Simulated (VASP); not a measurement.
Runs of VASP 6.6.1 on Ti. The structure is that of space group I4/mmm (No. 139), or close to it. The cells are those of the table. 

| cell | gap on the mesh (eV) | pressure (GPa) |
| --- | --- | --- |
| a = 2.933, b = 2.933, c = 3.101 Å, angles 58.1, 58.1, 63.8°, 1 atom | none | (b) |
| a = 2.933, b = 2.933, c = 2.756 Å, angles 62.0, 62.0, 56.0°, 1 atom | none | (a) |
| a = 2.819, b = 2.819, c = 2.986 Å, angles 58.0, 58.0, 64.0°, 1 atom | none | 5.3 |
| a = 2.988, b = 2.988, c = 3.101 Å, angles 58.7, 58.7, 62.5°, 1 atom | none | -10.4 |
| a = 2.758, b = 2.758, c = 2.871 Å, angles 58.6, 58.6, 62.7°, 1 atom | none | 16.7 |

Alike in all rows: task single point; level r2SCAN; potentials or basis VASP PAW PBE potentials, release 64 (Ti_sv); no spin polarisation; k mesh 20 × 20 × 20; cutoff (eV) 520; smearing gaussian 0.15 eV.

Fill in the values left out.

(a) 5.0; (b) -7.3.

Caveats: the PAW data sets were made with another functional, which shifts forces and pressure a little; the cell stands under pressure (at least some runs); the cell stands under tension (at least some runs).

A gap of «none» marks levels without a gap at the run's occupations.
